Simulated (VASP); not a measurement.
# C (P4/mmm) in VASP: notebook, part 2 of 2

VASP 6.6.1. The steps go on from the part before.

**3. Relaxation of cell and atoms, PBE-based screened hybrid with 25 % exact exchange**

POSCAR reads:

```
C
1.0
    4.2551700000      0.0000000000      0.0000000000
    0.0000000000      4.2551700000      0.0000000000
    0.0000000000      0.0000000000      1.2822900000
C
1
Direct
    0.5000000000      0.5000000000      0.5000000000
```

INCAR.step1 reads:

```
ALGO = Normal ; EDIFF = 1E-5
ENCUT = 600 ; GGA = PE
ISMEAR = -1 ; LASPH = True
LCHARG = False ; LREAL = False
LWAVE = True ; NBANDS = 8
NELM = 80 ; PREC = Accurate
SIGMA = 0.05
```

INCAR.step2 reads:

```
AEXX = 0.25 ; ALGO = Normal
EDIFF = 1E-7 ; EDIFFG = -0.01
ENCUT = 600 ; GGA = PE
HFSCREEN = 0.3 ; IBRION = 2
ISIF = 3 ; ISMEAR = -1
ISTART = 1 ; LASPH = True
LCHARG = False ; LHFCALC = True
LREAL = False ; LWAVE = False
NELM = 80 ; NSW = 60
PREC = Accurate ; PRECFOCK = Normal
SIGMA = 0.05
```

KPOINTS reads:

```
k-points
0
Gamma
  3 3 10
```

Potentials or basis: VASP PAW PBE potentials, release 64 (C).

On the command line:

```bash
$ cat potpaw_PBE.64/C/POTCAR > POTCAR
$ cp INCAR.step1 INCAR
$ mpirun -np 1 vasp_std > vasp.out
$ cp INCAR.step2 INCAR
$ mpirun -np 1 vasp_std > vasp.out
```

Wall time 40 min (1 thread of Intel Xeon 8259CL, shared host); peak memory 0.23 GiB.

The run converged. Its results:

```
Free energy                           : -9.4381 eV
Relaxed volume                        : 20.96 Å³/atom
Relaxed cell                          : a = 4.063 Å, b = 4.063 Å, c = 1.270 Å, α = 90.00°, β = 90.00°, γ = 90.00°
Space group after relaxing (to 0.1 Å) : P4/mmm (No. 123)
Energy gained by relaxing             : 6.8 meV/atom
Ionic steps                           : 28
Pressure after relaxing               : 0.0 GPa
Band gap on the k mesh                : zero (bands 2 and 3 overlap by 16.50 eV)
```

The path:
| step | energy change (eV) | largest force (eV/Å) | pressure (GPa) | volume (Å³) |
| --- | --- | --- | --- | --- |
| 1 | 0.0000 | 0.0000 | -2.90 | 23.22 |
| 2 | 0.1836 | 0.0000 | 18.39 | 21.81 |
| 3 | -0.0059 | 0.0000 | -0.30 | 23.01 |
| 4 | -0.0060 | 0.0000 | -0.09 | 22.99 |
| 5 | -0.0060 | 0.0000 | -0.03 | 22.99 |
| 6 | -0.0060 | 0.0000 | -0.19 | 22.98 |
| 7 | -0.0060 | 0.0000 | -0.14 | 22.98 |
| 8 | -0.0060 | 0.0000 | -0.15 | 22.97 |
| 9 | -0.0060 | 0.0000 | -0.16 | 22.95 |
| 10 | -0.0060 | 0.0000 | -0.19 | 22.90 |
| 11 | -0.0061 | 0.0000 | -0.25 | 22.81 |
| 12 | -0.0061 | 0.0000 | -0.36 | 22.63 |
| 13 | -0.0062 | 0.0000 | -0.59 | 22.27 |
| 14 | -0.0062 | 0.0000 | -0.60 | 22.26 |
| 15 | -0.0062 | 0.0000 | -0.59 | 22.25 |
| 16 | -0.0063 | 0.0000 | -0.58 | 22.22 |
| 17 | -0.0063 | 0.0000 | -0.56 | 22.16 |
| 18 | -0.0064 | 0.0000 | -0.52 | 22.04 |
| 19 | -0.0065 | 0.0000 | -0.43 | 21.80 |
| 20 | -0.0067 | 0.0000 | -0.25 | 21.32 |
| 21 | -0.0067 | 0.0000 | 0.16 | 20.39 |
| 22 | -0.0068 | 0.0000 | -0.05 | 20.85 |
| 23 | -0.0068 | 0.0000 | -0.06 | 20.87 |
| 24 | -0.0068 | 0.0000 | -0.15 | 21.10 |
| 25 | -0.0068 | 0.0000 | -0.08 | 20.90 |
| 26 | -0.0068 | 0.0000 | -0.05 | 20.93 |
| 27 | -0.0068 | 0.0000 | 0.02 | 21.01 |
| 28 | -0.0068 | 0.0000 | -0.03 | 20.96 |

Final structure:
```
C
1.0
     4.06303    0.00000    0.00000
     0.00000    4.06303    0.00000
     0.00000    0.00000    1.26997
C
1
Direct
  0.50000 0.50000 0.50000
```

Levels at points of the mesh, in eV from the Fermi level:
```tsv
k point	band 1	band 2	band 3	band 4	band 5
(0.00, 0.00, 0.00)	-17.66	-5.21	-5.21	4.99	9.58
(0.00, 0.00, 0.50)	-9.57	10.79	13.85	13.85	25.81
```

Caveat: the k points lie up to 0.52 Å⁻¹ apart in the final cell, too coarse for converged energies and pressures of a metal; the PAW data sets were made with another functional, which shifts forces and pressure a little.

**4. Relaxation of cell and atoms, PBEsol-based screened hybrid with 25 % exact exchange**

POSCAR is that of step 3.

INCAR.step1 reads:

```
SYSTEM = C
ALGO = Normal
EDIFF = 1E-5
ENCUT = 600
GGA = PE
ISMEAR = -1
LASPH = .True.
LCHARG = .False.
LREAL = .False.
LWAVE = .True.
NBANDS = 8
NELM = 80
PREC = Accurate
SIGMA = 0.05
```

INCAR.step2 reads:

```
SYSTEM = C
AEXX = 0.25
ALGO = Normal
EDIFF = 1E-6
EDIFFG = -0.01
ENCUT = 600
GGA = PS
HFSCREEN = 0.207
IBRION = 2
ISIF = 3
ISMEAR = -1
ISTART = 1
LASPH = .True.
LCHARG = .False.
LHFCALC = .True.
LREAL = .False.
LWAVE = .False.
NELM = 80
NSW = 60
PREC = Accurate
PRECFOCK = Normal
SIGMA = 0.05
```

KPOINTS reads:

```
k-points
0
Gamma
  3 3 10
  0 0 0
```

Potentials or basis: VASP PAW PBE potentials, release 64 (C).

On the command line:

```bash
$ cat potpaw_PBE.64/C/POTCAR > POTCAR
$ cp INCAR.step1 INCAR
$ mpirun -np 1 vasp_std > vasp.out
$ cp INCAR.step2 INCAR
$ mpirun -np 1 vasp_std > vasp.out
```

OUTCAR:

```text
SYSTEM = C
   AEXX = 0.25
   EDIFF = 1E-6
   EDIFFG = -0.01
   ENCUT = 600
   GGA = PS
   HFSCREEN = 0.207
   IBRION = 2
   ISIF = 3
   ISMEAR = -1
   ISTART = 1
   LASPH = .True.
   LHFCALC = .True.
   LREAL = .False.
   NELM = 80
   NSW = 60
   PREC = Accurate
   PRECFOCK = Normal

 ion  position               nearest neighbor table
   1  0.500  0.500  0.500-

  LATTYP: Found a simple tetragonal cell.
 ALAT       =     4.2551700000
 C/A-ratio  =     0.3013487123

  Lattice vectors:

 A1 = (   4.2551700000,   0.0000000000,   0.0000000000)
 A2 = (   0.0000000000,   4.2551700000,   0.0000000000)
 A3 = (   0.0000000000,   0.0000000000,   1.2822900000)
[... 272 lines left out ...]
  FREE ENERGIE OF THE ION-ELECTRON SYSTEM (eV)
  ---------------------------------------------------
  free  energy   TOTEN  =        -9.8534707664 eV

  energy  without entropy=       -9.8534707663  energy(sigma->0) =       -9.85347077

[... ionic steps 4 to 12 ...]

--------------------------------------- Ionic step       13  -------------------------------------------

 number of electron       4.0000000 magnetization

------------------------ aborting loop because EDIFF is reached ----------------------------------------
[... 65 lines left out ...]
--------------------------------------- Ionic step       15  -------------------------------------------

 number of electron       4.0000000 magnetization

 Free energy of the ion-electron system (eV)
  ---------------------------------------------------
  ext. energy  EPLUGINS =         0.00000000
  ---------------------------------------------------
  free energy    TOTEN  =        -9.85576478 eV

  energy without entropy =       -9.85576478  energy(sigma->0) =       -9.85576478

 E-fermi :  -2.0290     XC(G=0):  -5.6031

 val. band max:       -3.2380606279   @ k =   0.3333   0.0000   0.2000
 cond. band min:       1.2838895374   @ k =   0.3333   0.0000   0.3000
 fundamental gap:      4.5219501653
 Fermi energy:        -2.0289625845

 k-point     1 :       0.0000    0.0000    0.0000
  band No.  band energies     occupation
      1     -19.9109      2.00000
      2      -7.4366      2.00000
      3      -7.4366      2.00000
      4       3.1215      0.00000
      5       7.7593      0.00000
      6      13.7726      0.00000
[... 179 lines left out ...]
  FREE ENERGIE OF THE ION-ELECTRON SYSTEM (eV)
  ---------------------------------------------------
  free  energy   TOTEN  =        -9.8557647793 eV

  energy  without entropy=       -9.8557647793  energy(sigma->0) =       -9.85576478

 reached required accuracy - stopping structural energy minimisation
```

It took 19 min on 1 thread of Intel Xeon 8259CL, shared host; peak memory 0.23 GiB.

What came out:

```
Free energy                           : -9.8558 eV
Relaxed volume                        : 19.54 Å³/atom
Relaxed cell                          : a = 3.924 Å, b = 3.924 Å, c = 1.268 Å, α = 90.00°, β = 90.00°, γ = 90.00°
Space group after relaxing (to 0.1 Å) : P4/mmm (No. 123)
Energy gained by relaxing             : 9.6 meV/atom
Ionic steps                           : 15
Pressure after relaxing               : 0.0 GPa
Band gap on the k mesh                : zero (bands 2 and 3 overlap by 17.03 eV)
```

Step by step:
| step | energy change (eV) | largest force (eV/Å) | pressure (GPa) | volume (Å³) |
| --- | --- | --- | --- | --- |
| 1 | 0.0000 | 0.0000 | -3.27 | 23.22 |
| 2 | 0.2344 | 0.0000 | 21.14 | 21.63 |
| 3 | -0.0074 | 0.0000 | -0.39 | 22.99 |
| 4 | -0.0074 | 0.0000 | -0.13 | 22.97 |
| 5 | -0.0074 | 0.0000 | -0.05 | 22.96 |
| 6 | -0.0074 | 0.0000 | -0.08 | 22.93 |
| 7 | -0.0075 | 0.0000 | -0.08 | 22.85 |
| 8 | -0.0077 | 0.0000 | -0.10 | 22.68 |
| 9 | -0.0080 | 0.0000 | -0.11 | 22.33 |
| 10 | -0.0086 | 0.0000 | -0.13 | 21.66 |
| 11 | -0.0095 | 0.0000 | -0.16 | 20.33 |
| 12 | -0.0080 | 0.0000 | -0.02 | 17.81 |
| 13 | -0.0096 | 0.0000 | -0.12 | 19.56 |
| 14 | -0.0095 | 0.0000 | 0.53 | 19.42 |
| 15 | -0.0096 | 0.0000 | 0.01 | 19.54 |

Final structure:
```yaml
crystal:
  lattice:
    - [3.92433, 0.00000, 0.00000]
    - [0.00000, 3.92433, 0.00000]
    - [0.00000, 0.00000, 1.26849]
  atoms:
    - { symbol: C, position: [0.50000, 0.50000, 0.50000] }
```

Caveat: the k points lie up to 0.53 Å⁻¹ apart in the final cell, too coarse for converged energies and pressures of a metal; the volume moved by over 15 % at a fixed basis, so the end points are rough; the PAW data sets were made with another functional, which shifts forces and pressure a little.

**5. The runs side by side**

```csv
level,screening parameter,gap on the mesh (eV),pressure (GPa),relaxed volume (Å³/atom)
HSE06,0.2079 1/Å,none,0.0,20.80
PBE-based screened hybrid with 25 % exact exchange,0.3 1/Å,none,0.0,20.96
PBEsol-based screened hybrid with 25 % exact exchange,0.207 1/Å,none,0.0,19.54
```

Alike in all rows: task relaxation of cell and atoms; potentials or basis VASP PAW PBE potentials, release 64 (C); no spin polarisation; cell relaxed; k mesh 3 × 3 × 10; cutoff (eV) 600; smearing fermi-dirac 0.05 eV.

Caveats: all runs use coarse meshes; the PAW data sets were made with another functional, which shifts forces and pressure a little; the volume moved by over 15 % at a fixed basis, so the end points are rough (at least some runs).

Total energies depend on the potentials used, so only differences within one code and one set of settings carry meaning.

The gap in the log of VASP goes by the Fermi energy; the results here count the filled bands.